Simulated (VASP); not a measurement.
# Sn3Sb2 (P-3m1) in VASP: notebook, part 2 of 3

VASP 6.6.1. The steps go on from the part before.

## 3. Single point, PBE

This run uses another cell than the first one, of 25.99 Å³/atom.

INCAR

```
PREC = Accurate
ENCUT = 520
EDIFF = 1E-6
ISMEAR = 0
SIGMA = 0.1
LREAL = F
LASPH = T
NELM = 80
ALGO = Fast
ISIF = 2
LWAVE = F
LCHARG = F
GGA = PE
NBANDS = 34
```

KPOINTS

```
Automatic mesh
0
Gamma
  6 6 4
```

POSCAR

```
Sn3Sb2
1.0
    4.5858302078      0.0000000000      0.0000000000
   -2.2929151039      3.9714454574      0.0000000000
    0.0000000000      0.0000000000      7.1348068969
Sn Sb
3 2
Direct
    0.0000000000      0.0000000000      0.0000000000
    0.3333333333      0.6666666667      0.6450000000
    0.6666666667      0.3333333333      0.3550000000
    0.3333333333      0.6666666667      0.2450000000
    0.6666666667      0.3333333333      0.7550000000
```

Potentials or basis: VASP PAW PBE potentials, release 64 (Sn_d, Sb).

The run is started by

```sh
$ cat potpaw_PBE.64/Sn_d/POTCAR potpaw_PBE.64/Sb/POTCAR > POTCAR
$ mpirun -np 1 vasp_std > vasp.out
```

OUTCAR:

```text
PREC = Accurate
   ENCUT = 520
   EDIFF = 1E-6
   ISMEAR = 0
   LREAL = F
   LASPH = T
   NELM = 80
   ISIF = 2
   GGA = PE

 ion  position               nearest neighbor table
   1  0.000  0.000  0.000-   4 3.17   5 3.17   5 3.17   4 3.17   5 3.17   4 3.17   2 3.66   3 3.66
                             2 3.66   3 3.66   3 3.66   2 3.66
   2  0.333  0.667  0.645-   5 2.76   5 2.76   5 2.76   4 2.85   3 3.36   3 3.36   3 3.36   1 3.66
                             1 3.66   1 3.66
   3  0.667  0.333  0.355-   4 2.76   4 2.76   4 2.76   5 2.85   2 3.36   2 3.36   2 3.36   1 3.66
                             1 3.66   1 3.66
   4  0.333  0.667  0.245-   3 2.76   3 2.76   3 2.76   2 2.85   1 3.17   1 3.17   1 3.17
   5  0.667  0.333  0.755-   2 2.76   2 2.76   2 2.76   3 2.85   1 3.17   1 3.17   1 3.17

  LATTYP: Found a hexagonal cell.
 ALAT       =     4.5858302078
 C/A-ratio  =     1.5558375635

  Lattice vectors:

 A1 = (   4.5858302078,   0.0000000000,   0.0000000000)
 A2 = (  -2.2929151039,   3.9714454574,   0.0000000000)
 A3 = (   0.0000000000,   0.0000000000,   7.1348068969)

Analysis of symmetry for initial positions (statically):
=====================================================================
 Subroutine PRICEL returns:
 Original cell was already a primitive cell.

 Routine SETGRP: Setting up the symmetry group for a
 hexagonal supercell.

 Subroutine GETGRP returns: Found 12 space group operations
 (whereof 12 operations were pure point group operations)
 out of a pool of 24 trial point group operations.

The static configuration has the point symmetry D_3d.

Analysis of symmetry for dynamics (positions and initial velocities):
=====================================================================
 Subroutine PRICEL returns:
 Original cell was already a primitive cell.
[... 130 lines left out ...]
   IALGO  =     68    algorithm
   IMIX   =      4    mixing-type and parameters
     AMIX     =   0.40;   BMIX     =  1.00
     AMIX_MAG =   1.60;   BMIX_MAG =  1.00
  volume/ion in A,a.u.               =      25.99       175.38
  Fermi-wavevector in a.u.,A,eV,Ry     =   1.206405  2.279774 19.802086  1.455412
  Thomas-Fermi vector in A             =   2.342073
   LORBIT       =      0    0 simple, 1 ext, 2 COOP (PROOUT), +10 PAW based schemes
   GGA     = PE    functional components
   LHFCALC =     F    Hartree Fock is set to
   AEXX    =    0.0000 exact exchange contribution
   IVDW    =     0    specifies the selected vdW correction
   LEPSILON=     F    determine dielectric tensor
   LRPA    =     F    only Hartree local field effects (RPA)
 non-spin polarized calculation
 RMM-DIIS sequential band-by-band and
 Gauss-broadening in eV      SIGMA  =   0.10
  energy-cutoff  :      520.00
  volume of cell :      129.94
 maximum number of plane-waves:      3537
 NGX is ok and might be reduce to    36
   NGX = 17   NGY = 17   NGZ = 27

 number of electron      51.9999984 magnetization

 Free energy of the ion-electron system (eV)
  ---------------------------------------------------
  ext. energy  EPLUGINS =         0.00000000
  ---------------------------------------------------
  free energy    TOTEN  =       -17.21710298 eV

  energy without entropy =      -17.19268327  energy(sigma->0) =      -17.20489313

 E-fermi :   9.1061     XC(G=0): -10.2995

 val. band max:        9.0864347962   @ k =   0.3333   0.3333   0.2500
 cond. band min:       9.1390858739   @ k =   0.3333   0.1667   0.2500
 fundamental gap:      0.0526510777
 Fermi energy:         9.1061396858

 k-point     1 :       0.0000    0.0000    0.0000
  band No.  band energies     occupation
      1     -12.9704      2.00000
      2     -12.9472      2.00000
      3     -12.9472      2.00000
      4     -12.9414      2.00000
      5     -12.9414      2.00000
      6     -12.8915      2.00000
[... 877 lines left out ...]
     33      13.6988      0.00000
     34      15.2901      0.00000

------------------------ aborting loop because EDIFF is reached ----------------------------------------

  FORCE on cell =-STRESS in cart. coord.  units (eV):
  Direction    XX          YY          ZZ          XY          YZ          ZX
  --------------------------------------------------------------------------------------
  -------------------------------------------------------------------------------------
  Total       15.9033537     15.9033537     11.7951094      0.0000000     -0.0000000      0.0000000
  in kB      196.0877687    196.0877687    145.4332662      0.0000000     -0.0000000      0.0000000
  external PRESSURE =     179.2029346 kB  Pullay stress =       0.0000000 kB

 VOLUME and BASIS-vectors are now :
 -----------------------------------------------------------------------------
  energy-cutoff  :      520.00
  volume of cell :      129.94
      direct lattice vectors                 reciprocal lattice vectors
     4.585830208  0.000000000  0.000000000     0.218063023  0.125898745  0.000000000
    -2.292915104  3.971445457  0.000000000     0.000000000  0.251797491  0.000000000
     0.000000000  0.000000000  7.134806897     0.000000000  0.000000000  0.140157963

 POSITION                                       TOTAL-FORCE (eV/Angst)
 -----------------------------------------------------------------------------------
      0.00000      0.00000      0.00000        -0.000000     -0.000000      0.000000
     -0.00000      2.64763      4.60195         0.000000      0.000000      0.033300
      2.29292      1.32382      2.53286         0.000000     -0.000000     -0.033300
     -0.00000      2.64763      1.74803        -0.000000     -0.000000     -2.164221
      2.29292      1.32382      5.38678         0.000000      0.000000      2.164221
 -----------------------------------------------------------------------------------
    total drift:                               -0.000000     -0.000000      0.000000

  FREE ENERGIE OF THE ION-ELECTRON SYSTEM (eV)
  ---------------------------------------------------
  free  energy   TOTEN  =       -17.2171029808 eV

  energy  without entropy=      -17.1926832692  energy(sigma->0) =      -17.20489313
```

OSZICAR:

```text
N       E                     dE             d eps       ncg     rms          rms(c)
DAV:   1     0.485960063288E+03    0.48596E+03   -0.24340E+04  1666   0.201E+03
DAV:   2     0.487399597518E+02   -0.43722E+03   -0.42813E+03  1648   0.516E+02
DAV:   3    -0.141725013984E+02   -0.62912E+02   -0.61806E+02  1952   0.176E+02
DAV:   4    -0.172371851838E+02   -0.30647E+01   -0.30289E+01  1924   0.414E+01
DAV:   5    -0.173350400271E+02   -0.97855E-01   -0.97820E-01  2390   0.752E+00    0.545E+00
RMM:   6    -0.172466910986E+02    0.88349E-01   -0.81747E-02  1961   0.203E+00    0.327E+00
RMM:   7    -0.172178747550E+02    0.28816E-01   -0.77820E-02  1939   0.161E+00    0.312E-01
RMM:   8    -0.172165783145E+02    0.12964E-02   -0.14873E-02  2167   0.904E-01    0.101E-01
RMM:   9    -0.172170260972E+02   -0.44778E-03   -0.46452E-03  2431   0.418E-01    0.764E-02
RMM:  10    -0.172170893937E+02   -0.63296E-04   -0.71076E-04  2746   0.170E-01    0.342E-02
RMM:  11    -0.172170995779E+02   -0.10184E-04   -0.92285E-05  2514   0.559E-02    0.100E-02
RMM:  12    -0.172171034171E+02   -0.38392E-05   -0.22611E-05  2326   0.270E-02    0.423E-03
RMM:  13    -0.172171029808E+02    0.43630E-06   -0.41679E-06  1558   0.129E-02
   1 F= -.17217103E+02 E0= -.17204893E+02  d E =-.244197E-01
```

stdout:

```text
POSCAR found type information on POSCAR SnSb
 POSCAR found :  2 types and       5 ions
 scaLAPACK will be used
 LDA part: xc-table for (Slater+PW92), standard interpolation
 POSCAR, INCAR and KPOINTS ok, starting setup
 FFT: planning ... GRIDC
 FFT: planning ... GRID_SOFT
 FFT: planning ... GRID
 WAVECAR not read
 entering main loop
```

It took 60 s on 1 thread of Intel Xeon Platinum 8559C (Emerald Rapids), shared host; peak memory 0.29 GiB.

What came out:

```yaml
Free_energy: -17.2171 eV
Pressure: 17.9 GPa
Largest_force: 2.164 eV/Å
Band_gap_on_the_k_mesh: zero (bands 26 and 27 overlap by 1.75 eV)
```

Forces on the atoms (eV/Å):
```
Sn   0.000  0.000  0.000
Sn   0.000  0.000  0.033
Sn   0.000  0.000 -0.033
Sb   0.000  0.000 -2.164
Sb   0.000  0.000  2.164
```

Caveat: the cell stands under pressure; spin-orbit coupling is left out, which moves the levels of the heavy elements; forces of over 1 eV/Å act on the atoms, so gaps and moduli don't describe the material at rest.

(Continued in part 3 of 3.)
